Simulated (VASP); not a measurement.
# Rh (P6_3/mmc) in VASP: further runs, part 3 of 3

VASP 6.6.1. Earlier steps stand in the parts before.

## 5. Single point, PBEsol

This run uses another cell than the first one, of 13.60 Å³/atom, 0.913 times its volume.

File INCAR:

```
  PREC = Accurate
  ENCUT = 520
  EDIFF = 1E-6
  ISMEAR = -1
  SIGMA = 0.15
  LREAL = F
  LASPH = T
  NELM = 80
  ALGO = Fast
  ISIF = 2
  LWAVE = F
  LCHARG = F
  GGA = PS
  NBANDS = 22
```

File KPOINTS:

```
regular mesh
0
Gamma
  18 18 10
```

File POSCAR:

```
Rh
1.0
    2.6915153665      0.0000000000      0.0000000000
   -1.3457576832      2.3309206821      0.0000000000
    0.0000000000      0.0000000000      4.3365003384
Rh
2
Direct
    0.6666666667      0.3333333333      0.7500000000
    0.3333333333      0.6666666667      0.2500000000
```

Potentials or basis: VASP PAW PBE potentials, release 64 (Rh_pv).

Command:

```bash
cat potpaw_PBE.64/Rh_pv/POTCAR > POTCAR
mpirun -np 1 vasp_std > vasp.out
```

OUTCAR:

```text
PREC = Accurate
   ENCUT = 520
   EDIFF = 1E-6
   ISMEAR = -1
   LREAL = F
   LASPH = T
   NELM = 80
   ISIF = 2
   GGA = PS

 ion  position               nearest neighbor table
   1  0.667  0.333  0.750-   2 2.67   2 2.67   2 2.67   2 2.67   2 2.67   2 2.67
   2  0.333  0.667  0.250-   1 2.67   1 2.67   1 2.67   1 2.67   1 2.67   1 2.67

  LATTYP: Found a hexagonal cell.
 ALAT       =     2.6915153665
 C/A-ratio  =     1.6111742821

  Lattice vectors:

 A1 = (   2.6915153665,   0.0000000000,   0.0000000000)
 A2 = (  -1.3457576832,   2.3309206821,   0.0000000000)
 A3 = (   0.0000000000,   0.0000000000,   4.3365003384)

Analysis of symmetry for initial positions (statically):
=====================================================================
 Subroutine PRICEL returns:
 Original cell was already a primitive cell.

 Routine SETGRP: Setting up the symmetry group for a
 hexagonal supercell.

 Subroutine GETGRP returns: Found 24 space group operations
 (whereof 12 operations were pure point group operations)
 out of a pool of 24 trial point group operations.

The static configuration has the point symmetry D_3d.
 The point group associated with its full space group is D_6h.

Analysis of symmetry for dynamics (positions and initial velocities):
=====================================================================
 Subroutine PRICEL returns:
 Original cell was already a primitive cell.

 Routine SETGRP: Setting up the symmetry group for a
 hexagonal supercell.

 Subroutine GETGRP returns: Found 24 space group operations
 (whereof 12 operations were pure point group operations)
 out of a pool of 24 trial point group operations.

The dynamic configuration has the point symmetry D_3d.
 The point group associated with its full space group is D_6h.

 Subroutine INISYM returns: Found 24 space group operations
 (whereof 12 operations are pure point group operations),
 and found     1 'primitive' translations

[... 111 lines left out ...]
   IALGO  =     68    algorithm
   IMIX   =      4    mixing-type and parameters
     AMIX     =   0.40;   BMIX     =  1.00
     AMIX_MAG =   1.60;   BMIX_MAG =  1.00
  volume/ion in A,a.u.               =      13.60        91.80
  Fermi-wavevector in a.u.,A,eV,Ry     =   1.691326  3.196143 38.920605  2.860584
  Thomas-Fermi vector in A             =   2.773113
   LORBIT       =      0    0 simple, 1 ext, 2 COOP (PROOUT), +10 PAW based schemes
   GGA     = PS    functional components
   LHFCALC =     F    Hartree Fock is set to
   AEXX    =    0.0000 exact exchange contribution
   IVDW    =     0    specifies the selected vdW correction
   LEPSILON=     F    determine dielectric tensor
   LRPA    =     F    only Hartree local field effects (RPA)
 non-spin polarized calculation
 RMM-DIIS sequential band-by-band and
  energy-cutoff  :      520.00
  volume of cell :       27.21
 maximum number of plane-waves:       758
 NGX is ok and might be reduce to    20
   NGX =  9   NGY =  9   NGZ = 17

 number of electron      30.0000005 magnetization

 Free energy of the ion-electron system (eV)
  ---------------------------------------------------
  ext. energy  EPLUGINS =         0.00000000
  ---------------------------------------------------
  free energy    TOTEN  =       -16.31399901 eV

  energy without entropy =      -16.07935116  energy(sigma->0) =      -16.19667508

 E-fermi :  12.0344     XC(G=0): -14.2844

 val. band max:       12.0331528372   @ k =   0.4444   0.0556   0.4000
 cond. band min:      12.0398834283   @ k =   0.3889   0.0000   0.2000
 fundamental gap:      0.0067305911
 Fermi energy:        12.0344235700

 k-point     1 :       0.0000    0.0000    0.0000
  band No.  band energies     occupation
      1     -35.1683      2.00000
      2     -34.4837      2.00000
      3     -34.4837      2.00000
      4     -34.3780      2.00000
      5     -34.3698      2.00000
      6     -34.3698      2.00000
[... 589 lines left out ...]
     21      23.9118      0.00000
     22      26.8498      0.00000

 [... further k-points ...]

------------------------ aborting loop because EDIFF is reached ----------------------------------------

  FORCE on cell =-STRESS in cart. coord.  units (eV):
  Direction    XX          YY          ZZ          XY          YZ          ZX
  --------------------------------------------------------------------------------------
  -------------------------------------------------------------------------------------
  Total        0.0012362      0.0012362      0.0026775      0.0000000     -0.0000000      0.0000000
  in kB        0.0727984      0.0727984      0.1576784      0.0000000     -0.0000000      0.0000000
  external PRESSURE =       0.1010917 kB  Pullay stress =       0.0000000 kB

 VOLUME and BASIS-vectors are now :
 -----------------------------------------------------------------------------
  energy-cutoff  :      520.00
  volume of cell :       27.21
      direct lattice vectors                 reciprocal lattice vectors
     2.691515367  0.000000000  0.000000000     0.371537912  0.214507514  0.000000000
    -1.345757683  2.330920682  0.000000000     0.000000000  0.429015027  0.000000000
     0.000000000  0.000000000  4.336500338     0.000000000  0.000000000  0.230600697

 POSITION                                       TOTAL-FORCE (eV/Angst)
 -----------------------------------------------------------------------------------
      1.34576      0.77697      3.25238         0.000000      0.000000      0.000000
     -0.00000      1.55395      1.08413        -0.000000     -0.000000      0.000000
 -----------------------------------------------------------------------------------
    total drift:                               -0.000000      0.000000     -0.000000

  FREE ENERGIE OF THE ION-ELECTRON SYSTEM (eV)
  ---------------------------------------------------
  free  energy   TOTEN  =       -16.3139990077 eV

  energy  without entropy=      -16.0793511555  energy(sigma->0) =      -16.19667508
```

Run time: 46 s. Hardware: 1 thread of Intel Xeon 6975P-C (Granite Rapids), shared host; peak memory 0.21 GiB.

What came out:

- Free energy: -16.3140 eV
- Pressure: 0.0 GPa
- Band gap on the k mesh: zero (band 15 reaches 12.72 eV, above the bottom of band 16 at 10.23 eV)

Levels at points of the mesh, in eV from the Fermi level:
```tsv
k point	band 13	band 14	band 15	band 16	band 17	band 18
(0.00, 0.00, 0.00)	-2.54	-1.96	-1.96	0.16	0.16	0.69
(0.50, 0.00, 0.00)	-2.24	0.44	0.69	0.76	3.05	5.16
(0.00, 0.00, 0.50)	-3.20	-3.20	-0.42	-0.42	-0.42	-0.42
(0.50, 0.00, 0.50)	-0.32	-0.32	0.64	0.64	2.65	2.65
```

Caveat: the PAW data sets were made with another functional, which shifts forces and pressure a little.

## 6. Overview

```csv
task,cell,cutoff (eV),smearing,gap on the mesh (eV),pressure (GPa)
relaxation of shape and atoms at fixed volume,"relaxed from a = 2.777, b = 2.777, c = 4.463 Å, angles 90.0, 90.0, 120.0°, 2 atoms",600,gaussian 0.1 eV,none,-21.9
single point,"a = 2.673, b = 2.673, c = 4.309 Å, angles 90.0, 90.0, 120.0°, 2 atoms",520,fermi-dirac 0.15 eV,none,6.0
single point,"a = 2.689, b = 2.689, c = 4.329 Å, angles 90.0, 90.0, 120.0°, 2 atoms",520,gaussian 0.1 eV,none,0.0
single point,"a = 2.692, b = 2.692, c = 4.337 Å, angles 90.0, 90.0, 120.0°, 2 atoms",520,fermi-dirac 0.15 eV,none,0.0
```

Alike in all rows: level PBEsol; potentials or basis VASP PAW PBE potentials, release 64 (Rh_pv); no spin polarisation; k mesh 18 × 18 × 10.

Caveats: the PAW data sets were made with another functional, which shifts forces and pressure a little.

Total energies depend on the potentials used, so only differences within one code and one set of settings carry meaning.
